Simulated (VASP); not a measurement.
Input of a VASP 6.6.1 run:

The input INCAR:

```
SYSTEM = Be16CO
PREC = Accurate
ENCUT = 520
EDIFF = 1E-7
ISMEAR = 0
SIGMA = 0.1
LREAL = Auto
LASPH = .TRUE.
NELM = 80
ALGO = Normal
ISIF = 2
LWAVE = .FALSE.
LCHARG = .FALSE.
LDIPOL = .TRUE.
IDIPOL = 3
DIPOL = 0.5 0.5 0.313
GGA = PE
NBANDS = 36
```

KPOINTS

```
Automatic mesh
0
G
  6 6 1
  0 0 0
```

The input POSCAR:

```
Be16CO
1.0
    4.5254381410      0.0000000000      0.0000000000
   -2.2627190705      3.9191443934      0.0000000000
    0.0000000000      0.0000000000     23.4761687145
Be C O
16 1 1
Direct
    0.3333333333      0.1666666667      0.1703855535
    0.3333333333      0.6666666667      0.1703855535
    0.8333333333      0.1666666667      0.1703855535
    0.8333333333      0.6666666667      0.1703855535
    0.1666666667      0.3333333333      0.2463521558
    0.1666666667      0.8333333333      0.2463521558
    0.6666666667      0.3333333333      0.2463521558
    0.6666666667      0.8333333333      0.2463521558
    0.3333333333      0.1666666667      0.3241941575
    0.3333333333      0.6666666667      0.3241941575
    0.8333333333      0.1666666667      0.3241941575
    0.8333333333      0.6666666667      0.3241941575
    0.1666666667      0.3333333333      0.4036505628
    0.1666666667      0.8333333333      0.4036505628
    0.6666666667      0.3333333333      0.4036505628
    0.6666666667      0.8333333333      0.4036505628
    0.1666666667      0.3333333333      0.5088636421
    0.2406624093      0.2593375907      0.5516555252
```

Potentials or basis: VASP PAW PBE potentials, release 64 (Be, C, O).

Run with:

```bash
$ cat potpaw_PBE.64/Be/POTCAR potpaw_PBE.64/C/POTCAR potpaw_PBE.64/O/POTCAR > POTCAR
$ mpirun -np 1 vasp_std > vasp.out
```

Problem. Predict the largest force.

Solution. 1.166 eV/Å.

Problem. What does it give for the band gap on the k mesh?

Solution. Zero (band 21 reaches -0.71 eV, above the bottom of band 22 at -2.76 eV).

Forces on the atoms (eV/Å):
```
Be  -0.017  0.010 -0.218
Be  -0.002 -0.014 -0.186
Be   0.010  0.009 -0.186
Be   0.010 -0.006 -0.220
Be   0.008 -0.005  0.348
Be  -0.003  0.008  0.246
Be  -0.009 -0.002  0.246
Be   0.000  0.000  0.219
Be   0.128 -0.074 -0.064
Be   0.009  0.134  0.063
Be  -0.112 -0.075  0.063
Be  -0.024  0.014 -0.140
Be   0.041 -0.024  0.714
Be  -0.028  0.140 -0.293
Be  -0.136 -0.046 -0.293
Be   0.039 -0.023 -0.271
C    0.587 -0.339  0.950
O   -0.501  0.289 -0.977
```
